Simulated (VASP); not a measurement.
# TaN: single point with PBEsol

The system is TaN.

```
CELL_PARAMETERS angstrom
0.00000 2.28795 2.23347
2.28795 0.00000 2.23347
2.28795 2.28795 0.00000
ATOMIC_POSITIONS crystal
Ta 0.50000 0.50000 0.50000
N 0.00000 0.00000 0.00000
```

This cell differs from its parent crystal: strain +0.050 along x and y, +0.025 along z.

```
Program                : VASP 6.6.1
Task                   : single point
Functional             : PBEsol
Potentials or basis    : VASP PAW PBE potentials, release 64 (Ta_pv, N)
Cutoff                 : 520 eV
k mesh                 : 18 × 18 × 18
Occupations            : gaussian, width 0.15 eV
Spin                   : no spin polarisation
Dipole correction      : no
Further INCAR settings : ALGO = Normal; EDIFF = 1e-07; NBANDS = 15
```

| Property | Result |
| --- | --- |
| Pressure | -29.8 GPa |
| Band gap on the k mesh | zero (band 8 reaches 9.85 eV, above the bottom of band 9 at 6.37 eV) |

Stress tensor (GPa, compression positive):
```
-32.70   0.00   0.00
  0.00 -32.70   0.00
  0.00   0.00 -24.06
```

Levels at points of the mesh, in eV from the Fermi level:
```tsv
k point	band 6	band 7	band 8	band 9	band 10	band 11
(0.00, 0.00, 0.00)	-3.54	-3.47	-1.95	-1.95	-1.70	-0.14
(0.50, 0.00, 0.00)	-6.91	-6.91	1.53	1.72	1.76	3.51
(0.50, 0.50, 0.00)	-4.89	-4.44	-4.44	1.82	3.06	3.06
(0.50, 0.00, 0.50)	-4.85	-4.35	-4.31	1.75	2.92	3.18
```

Run time: 64 s on 1 thread of AMD EPYC 9R45 96-Core Processor (Zen 5) (shared host), peak memory 0.25 GiB.

Caveat: the cell differs from its parent crystal (strain +0.050 along x and y, +0.025 along z); the PAW data sets were made with another functional, which shifts forces and pressure a little; spin-orbit coupling is left out, which moves the levels of the heavy elements.
